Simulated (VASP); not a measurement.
# KI (I4/mmm) in VASP: notebook

KI is run at these levels: PBE; tasks: single point.

All numbers are computed with VASP 6.6.1; they aren't measurements. Logs are shortened: lines on timing, memory, paths and dates and some standing lists are left out, and cuts for length are marked.

## (1) The cell of the first run

The structure is tetragonal, space group I4/mmm (No. 139). Conventional cell: a = 4.937 Å, b = 4.937 Å, c = 7.117 Å, α = 90.00°, β = 90.00°, γ = 90.00°. K (site symmetry 4/mmm) has 6 I at 3.49 to 3.56 Å within 4.6 Å. I (site symmetry 4/mmm) has 6 K at 3.49 to 3.56 Å within 4.6 Å.

## (2) Single point, PBE (epitaxial xy strain -1.5%)

The input, INCAR:

```
SYSTEM = KI
PREC = Accurate
ENCUT = 520
EDIFF = 1E-6
ISMEAR = -1
SIGMA = 0.02
LREAL = .False.
LASPH = .True.
NELM = 80
ALGO = Normal
ISIF = 2
LWAVE = .False.
LCHARG = .True.
GGA = PE
LELF = .True.
LVHAR = .True.
NBANDS = 15
```

The input, KPOINTS:

```
Automatic mesh
0
Gamma
  6 6 6
  0 0 0
```

The input, POSCAR:

```
KI
1.0
    0.0000000000      3.4911199532      3.5584596515
    3.4911199532      0.0000000000      3.5584596515
    3.4911199532      3.4911199532      0.0000000000
K I
1 1
Direct
    0.0000000000      0.0000000000      0.0000000000
    0.5000000000      0.5000000000      0.5000000000
```

Potentials or basis: VASP PAW PBE potentials, release 64 (K_sv, I).

The run is started by

```
$ cat potpaw_PBE.64/K_sv/POTCAR potpaw_PBE.64/I/POTCAR > POTCAR
$ mpirun -np 1 vasp_std > vasp.out
```

OUTCAR:

```text
SYSTEM = KI
   PREC = Accurate
   ENCUT = 520
   EDIFF = 1E-6
   ISMEAR = -1
   LREAL = .False.
   LASPH = .True.
   NELM = 80
   ISIF = 2
   GGA = PE

 ion  position               nearest neighbor table
   1  0.000  0.000  0.000-   2 3.49   2 3.49   2 3.49   2 3.49   2 3.56   2 3.56
   2  0.500  0.500  0.500-   1 3.49   1 3.49   1 3.49   1 3.49   1 3.56   1 3.56

  LATTYP: Found a body centered tetragonal cell.
 ALAT       =     4.9371891857
 C/A-ratio  =     1.4414921194

  Lattice vectors:

 A1 = (  -3.4911199532,   0.0000000000,   3.5584596515)
 A2 = (   3.4911199532,   0.0000000000,   3.5584596515)
 A3 = (   0.0000000000,   3.4911199532,  -3.5584596515)

Analysis of symmetry for initial positions (statically):
=====================================================================
 Subroutine PRICEL returns:
 Original cell was already a primitive cell.

 Routine SETGRP: Setting up the symmetry group for a
 body centered tetragonal supercell.

 Subroutine GETGRP returns: Found 16 space group operations
 (whereof 16 operations were pure point group operations)
 out of a pool of 16 trial point group operations.

The static configuration has the point symmetry D_4h.

Analysis of symmetry for dynamics (positions and initial velocities):
=====================================================================
 Subroutine PRICEL returns:
 Original cell was already a primitive cell.

 Routine SETGRP: Setting up the symmetry group for a
 body centered tetragonal supercell.

 Subroutine GETGRP returns: Found 16 space group operations
 (whereof 16 operations were pure point group operations)
 out of a pool of 16 trial point group operations.

The dynamic configuration has the point symmetry D_4h.

 Subroutine INISYM returns: Found 16 space group operations
 (whereof 16 operations are pure point group operations),
 and found     1 'primitive' translations

----------------------------------------------------------------------------------------

                                     Primitive cell

  volume of cell :      86.7404

  direct lattice vectors                    reciprocal lattice vectors
     0.000000000  3.491119953  3.558459652    -0.143220516  0.143220516  0.140510234
     3.491119953  0.000000000  3.558459652     0.143220516 -0.143220516  0.140510234
     3.491119953  3.491119953  0.000000000     0.143220516  0.143220516 -0.140510234

  length of vectors
     4.985032961  4.985032961  4.937189186     0.246510361  0.246510361  0.246510361

  position of ions in fractional coordinates (direct lattice)
     0.000000000  0.000000000  0.000000000
     0.500000000  0.500000000  0.500000000

  ion indices of the primitive-cell ions
   primitive index   ion index
                 1           1
                 2           2

----------------------------------------------------------------------------------------

 KPOINTS: Automatic mesh

Automatic generation of k-mesh.
 Grid dimensions read from file:
 generate k-points for:    6    6    6

 Generating k-lattice:

  Cartesian coordinates                     Fractional coordinates (reciprocal lattice)
    -0.023870086  0.023870086  0.023418372     0.166666667 -0.000000000  0.000000000
     0.023870086 -0.023870086  0.023418372    -0.000000000  0.166666667  0.000000000
     0.023870086  0.023870086 -0.023418372     0.000000000  0.000000000  0.166666667

  Length of vectors
     0.041085060  0.041085060  0.041085060

  Shift w.r.t. Gamma in fractional coordinates (k-lattice)
     0.000000000  0.000000000  0.000000000

 Subroutine IBZKPT returns following result:
 ===========================================

 Found     30 irreducible k-points:

 Following reciprocal coordinates:
            Coordinates               Weight
  0.000000  0.000000  0.000000      1.000000
  0.166667  0.000000  0.000000      8.000000
  0.333333 -0.000000  0.000000      8.000000
  0.500000  0.000000  0.000000      4.000000
  0.166667  0.166667  0.000000      2.000000
  0.333333  0.166667  0.000000      8.000000
[... 16 lines left out ...]
  0.333333  0.000000  0.333333      4.000000
  0.500000  0.000000  0.333333     16.000000
 [... further k-points ...]
   k-points           NKPTS =     30   k-points in BZ     NKDIM =     30   number of bands    NBANDS=     15
   number of dos      NEDOS =    301   number of ions     NIONS =      2
   total plane-waves  NPLWV =  64000
   dimension x,y,z NGX =    40 NGY =   40 NGZ =   40
   dimension x,y,z NGXF=    80 NGYF=   80 NGZF=   80
   ions per type =               1   1
   NGX,Y,Z   is equivalent  to a cutoff of  13.34, 13.34, 13.47 a.u.
   NGXF,Y,Z  is equivalent  to a cutoff of  26.68, 26.68, 26.94 a.u.
 SYSTEM =  KI
   PREC   = accura    normal or accurate (medium, high low for compatibility)
   ISTART =      0    job   : 0-new  1-cont  2-samecut
   ICHARG =      2    charge: 1-file 2-atom 10-const
   ISPIN  =      1    spin polarized calculation?
   LNONCOLLINEAR =      F non collinear calculations
   LSORBIT =      F    spin-orbit coupling
   LASPH  =      T    aspherical Exc in radial PAW
   ENCUT  =  520.0 eV  38.22 Ry    6.18 a.u.   9.27  9.27  9.18*2*pi/ulx,y,z
   NELM   =     80;   NELMIN=  2; NELMDL= -5     # of ELM steps
   EDIFF  = 0.1E-05   stopping-criterion for ELM
   LREAL  =      F    real-space projection
   EDIFFG = 0.1E-04   stopping-criterion for IOM
   NSW    =      0    number of steps for IOM
   IBRION =     -1    ionic relax: 0-MD 1-quasi-New 2-CG
   NFREE  =      0    steps in history (QN), initial steepest desc. (CG)
   ISIF   =      2    stress and relaxation
   ISYM   =      2    0-nonsym 1-usesym 2-fastsym
   POTIM  = 0.5000    time-step for ionic-motion
   TEBEG  =    0.0;   TEEND  =   0.0 temperature during run
   PSTRESS=    0.0 pullay stress
   NELECT =      16.0000    total number of electrons
   NUPDOWN=      -1.0000    fix difference up-down
   EMIN   =  10.00;   EMAX   =-10.00  energy-range for DOS
   EFERMI =   0.00;   METHOD = LEGACY
   ISMEAR =    -1;   SIGMA  =   0.02  broadening in eV -4-tet -1-fermi 0-gaus
   EFERMI_NEDOS =   21; number of points for ismear=-14 and -15
   IALGO  =     38    algorithm
   IMIX   =      4    mixing-type and parameters
     AMIX     =   0.40;   BMIX     =  1.00
     AMIX_MAG =   1.60;   BMIX_MAG =  1.00
  volume/ion in A,a.u.               =      43.37       292.68
  Fermi-wavevector in a.u.,A,eV,Ry     =   0.931911  1.761056 11.816082  0.868458
  Thomas-Fermi vector in A             =   2.058453
   LORBIT       =      0    0 simple, 1 ext, 2 COOP (PROOUT), +10 PAW based schemes
   GGA     = PE    functional components
   LHFCALC =     F    Hartree Fock is set to
   AEXX    =    0.0000 exact exchange contribution
   IVDW    =     0    specifies the selected vdW correction
   LEPSILON=     F    determine dielectric tensor
   LRPA    =     F    only Hartree local field effects (RPA)
 non-spin polarized calculation
  energy-cutoff  :      520.00
  volume of cell :       86.74
 maximum number of plane-waves:      2349
 NGX is ok and might be reduce to    40
   NGX = 19   NGY = 19   NGZ = 19

 number of electron      15.9999999 magnetization

 Free energy of the ion-electron system (eV)
  ---------------------------------------------------
  ext. energy  EPLUGINS =         0.00000000
  ---------------------------------------------------
  free energy    TOTEN  =        -5.54787061 eV

  energy without entropy =       -5.54787061  energy(sigma->0) =       -5.54787061

 E-fermi :   0.1598     XC(G=0):  -7.2422

 val. band max:       -0.3273677182   @ k =   0.0000   0.0000   0.0000
 cond. band min:       3.6713181588   @ k =   0.0000   0.0000   0.0000
 fundamental gap:      3.9986858770
 Fermi energy:         0.1597676221

 k-point     1 :       0.0000    0.0000    0.0000
  band No.  band energies     occupation
      1     -28.8021      2.00000
      2     -12.2923      2.00000
      3     -12.2923      2.00000
      4     -12.2918      2.00000
      5     -10.8572      2.00000
      6      -0.3333      2.00000
      7      -0.3274      2.00000
      8      -0.3274      2.00000
      9       3.6713      0.00000
     10       6.0840      0.00000
     11       6.1997      0.00000
     12       6.1997      0.00000
     13       6.8529      0.00000
     14       6.9265      0.00000
     15       9.4783      0.00000

 k-point     2 :       0.1667    0.0000    0.0000
  band No.  band energies     occupation
      1     -28.8016      2.00000
      2     -12.3377      2.00000
      3     -12.2929      2.00000
      4     -12.2926      2.00000
      5     -10.7779      2.00000
      6      -0.7600      2.00000
      7      -0.4265      2.00000
      8      -0.4212      2.00000
      9       4.3025      0.00000
     10       6.0842      0.00000
     11       6.4242      0.00000
     12       6.4922      0.00000
     13       7.1782      0.00000
     14       7.2560      0.00000
     15      10.3627      0.00000

 k-point     3 :       0.3333   -0.0000    0.0000
  band No.  band energies     occupation
      1     -28.8004      2.00000
      2     -12.4181      2.00000
      3     -12.2947      2.00000
      4     -12.2932      2.00000
      5     -10.6281      2.00000
      6      -1.4158      2.00000
      7      -0.6021      2.00000
      8      -0.5949      2.00000
      9       5.0455      0.00000
     10       6.7334      0.00000
     11       7.1362      0.00000
     12       7.2150      0.00000
     13       8.0422      0.00000
     14       8.1121      0.00000
     15       9.4133      0.00000
[... 343 lines left out ...]
 k-point    23 :       0.3333    0.0000    0.3333
  band No.  band energies     occupation
      1     -28.7998      2.00000
      2     -12.3608      2.00000
      3     -12.3086      2.00000
      4     -12.3058      2.00000
      5     -10.6877      2.00000
      6      -1.3032      2.00000
      7      -0.6448      2.00000
      8      -0.6284      2.00000
      9       4.8517      0.00000
     10       5.4160      0.00000
     11       7.5165      0.00000
     12       7.7973      0.00000
     13       8.4750      0.00000
     14       8.5359      0.00000
     15       9.7317      0.00000

 k-point    24 :       0.5000    0.0000    0.3333
  band No.  band energies     occupation
      1     -28.7993      2.00000
      2     -12.3608      2.00000
      3     -12.3192      2.00000
      4     -12.3079      2.00000
      5     -10.6651      2.00000
      6      -1.3196      2.00000
      7      -0.8675      2.00000
      8      -0.7068      2.00000
      9       4.9802      0.00000
     10       5.9407      0.00000
     11       7.4555      0.00000
     12       7.8965      0.00000
     13       8.6403      0.00000
     14       9.0144      0.00000
     15       9.5746      0.00000

 [... further k-points ...]
[... 5 lines left out ...]
  --------------------------------------------------------------------------------------
  -------------------------------------------------------------------------------------
  Total        0.5667285      0.5667285      0.2752666      0.0000000      0.0000000      0.0000000
  in kB       10.4680079     10.4680079      5.0844323      0.0000000      0.0000000      0.0000000
  external PRESSURE =       8.6734827 kB  Pullay stress =       0.0000000 kB

 VOLUME and BASIS-vectors are now :
 -----------------------------------------------------------------------------
  energy-cutoff  :      520.00
  volume of cell :       86.74
      direct lattice vectors                 reciprocal lattice vectors
     0.000000000  3.491119953  3.558459652    -0.143220516  0.143220516  0.140510234
     3.491119953  0.000000000  3.558459652     0.143220516 -0.143220516  0.140510234
     3.491119953  3.491119953  0.000000000     0.143220516  0.143220516 -0.140510234

 POSITION                                       TOTAL-FORCE (eV/Angst)
 -----------------------------------------------------------------------------------
      0.00000      0.00000      0.00000         0.000000      0.000000      0.000000
      3.49112      3.49112      3.55846         0.000000      0.000000     -0.000000
 -----------------------------------------------------------------------------------
    total drift:                                0.000000     -0.000000     -0.000000

  FREE ENERGIE OF THE ION-ELECTRON SYSTEM (eV)
  ---------------------------------------------------
  free  energy   TOTEN  =        -5.5478706126 eV

  energy  without entropy=       -5.5478706126  energy(sigma->0) =       -5.54787061
```

Run time: 36 s. Hardware: 1 thread of Intel Xeon Platinum 8259CL at 2.50GHz (Skylake/Cascade Lake), shared host; peak memory 0.25 GiB.

What came out:

* Free energy: -5.5479 eV
* Pressure: 0.9 GPa
* Band gap on the k mesh: 4.00 eV, direct

Levels at points of the mesh, in eV from the valence-band top:
```csv
k point,band 4,band 5,band 6,band 7,band 8,band 9,band 10,band 11,band 12,band 13
"(0.00, 0.00, 0.00)",-11.96,-10.53,-0.01,0.00,0.00,4.00,6.41,6.53,6.53,7.18
"(0.50, 0.00, 0.00)",-11.97,-10.23,-1.36,-0.36,-0.35,5.54,7.75,8.11,8.25,8.73
"(0.50, 0.50, 0.00)",-11.98,-10.38,-1.04,-0.36,-0.36,4.92,5.80,8.08,8.76,8.83
"(0.50, 0.00, 0.50)",-11.98,-10.38,-1.02,-0.40,-0.38,4.90,5.80,8.13,8.77,8.91
```

Caveat: the cell differs from its parent crystal (epitaxial xy strain -1.5%); spin-orbit coupling is left out, which moves the levels of the heavy elements.

## (3) Single point, PBE (uniaxial x strain -2.0%)

The input, INCAR:

```
  PREC = Accurate
  ENCUT = 520
  EDIFF = 1E-7
  ISMEAR = -1
  SIGMA = 0.02
  LREAL = False
  LASPH = True
  NELM = 80
  ALGO = Normal
  ISIF = 2
  LWAVE = False
  LCHARG = True
  GGA = PE
  LELF = True
  LVHAR = True
  NBANDS = 15
```

The input, KPOINTS:

```
regular mesh
0
Gamma
  6 6 6
```

The input, POSCAR:

```
KI
1.0
    0.0000000000      3.5442842164      3.5442842164
    3.4733985321      0.0000000000      3.5442842164
    3.4733985321      3.5442842164      0.0000000000
K I
1 1
Direct
    0.0000000000      0.0000000000      0.0000000000
    0.5000000000      0.5000000000      0.5000000000
```

Potentials or basis: VASP PAW PBE potentials, release 64 (K_sv, I).

The run is started by

```
$ cat potpaw_PBE.64/K_sv/POTCAR potpaw_PBE.64/I/POTCAR > POTCAR
$ mpirun -np 1 vasp_std > vasp.out
```

It took 43 s on 1 thread of Intel Xeon Platinum 8259CL at 2.50GHz (Skylake/Cascade Lake), shared host; peak memory 0.25 GiB.

Results (log left out):

```yaml
Free_energy: -5.5503 eV
Pressure: 0.8 GPa
Band_gap_on_the_k_mesh: 3.98 eV, direct
```

Stress tensor (GPa, compression positive):
```
1.17 0.00 0.00
0.00 0.57 0.00
0.00 0.00 0.57
```

Levels at points of the mesh, in eV from the valence-band top:
```tsv
k point	band 6	band 7	band 8	band 9	band 10	band 11
(0.00, 0.00, 0.00)	-0.01	-0.01	0.00	3.98	6.45	6.45
(0.50, 0.00, 0.00)	-1.35	-0.35	-0.35	5.53	7.74	8.08
(0.50, 0.50, 0.00)	-1.02	-0.38	-0.35	4.92	5.79	8.09
(0.00, 0.50, 0.50)	-1.00	-0.40	-0.40	4.90	5.79	8.14
```

Caveat: the cell differs from its parent crystal (uniaxial x strain -2.0%); spin-orbit coupling is left out, which moves the levels of the heavy elements.

[end of part 1 of 2]
